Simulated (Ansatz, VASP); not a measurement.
**BePt: VASP beside Ansatz**

File INCAR:

```
ALGO     = Normal         # electronic algorithm
EDIFF    = 1E-6           # SCF threshold, eV
ENCUT    = 520            # plane-wave cutoff, eV
GGA      = PE             # functional
ISIF     = 2              # what is computed and relaxed
ISMEAR   = 0              # smearing method
LASPH    = True           # aspherical terms in the spheres
LCHARG   = False          # write CHGCAR
LREAL    = False          # projectors in reciprocal space
LWAVE    = False          # write WAVECAR
NBANDS   = 13             # bands
NELM     = 80             # most SCF steps
PREC     = Accurate       # precision mode
SIGMA    = 0.1            # smearing width, eV
```

KPOINTS

```
k-points
0
Gamma
  20 20 20
```

File POSCAR:

```
BePt
1.0
    0.0000000000      2.2847873205      2.2847873205
    2.2847873205      0.0000000000      2.2847873205
    2.2847873205      2.2847873205      0.0000000000
Be Pt
1 1
Direct
    0.0000000000      0.0000000000      0.0000000000
    0.5000000000      0.5000000000      0.5000000000
```

Input for Ansatz:

```yaml
crystal:
  lattice:
    - [0.0, 2.2847873205, 2.2847873205]
    - [2.2847873205, 0.0, 2.2847873205]
    - [2.2847873205, 2.2847873205, 0.0]
  atoms:
    - { symbol: Be, position: [0.0, 0.0, 0.0] }
    - { symbol: Pt, position: [0.5, 0.5, 0.5] }
basis:
  ecutwfc: 420
kpoints:
  mp_grid: { grid: [20, 20, 20] }
hamiltonian:
  xc: pbe
scf:
  occupations: { method: gaussian, width: 0.1 }
output:
  forces: true
  stress: true
  eigenvalues: true
```

Alike in both runs: task single point; functional PBE; k mesh 20 × 20 × 20; occupations gaussian, width 0.1 eV; no spin polarisation.

```csv
,VASP,Ansatz
version,VASP 6.6.1,Ansatz 0.2.0
potentials or method,"VASP PAW PBE potentials, release 64 (Be, Pt), cutoff 520 eV","scalar-relativistic, plane waves, PAW"
valence electrons in the cell,12,20
```

|  | VASP | Ansatz | Ansatz less VASP |
| --- | --- | --- | --- |
| gap on the k mesh at the Fermi level (eV) | none | none | - |
| pressure (GPa) | 11.3 | 11.3 | -0.04 |

A gap of «none» marks a metal or a gap that the smearing closes. VASP's potentials hold 12 valence electrons a cell and Ansatz's 20, so a difference there can come from the potentials and not from the codes.

Neither program's run includes spin-orbit coupling.
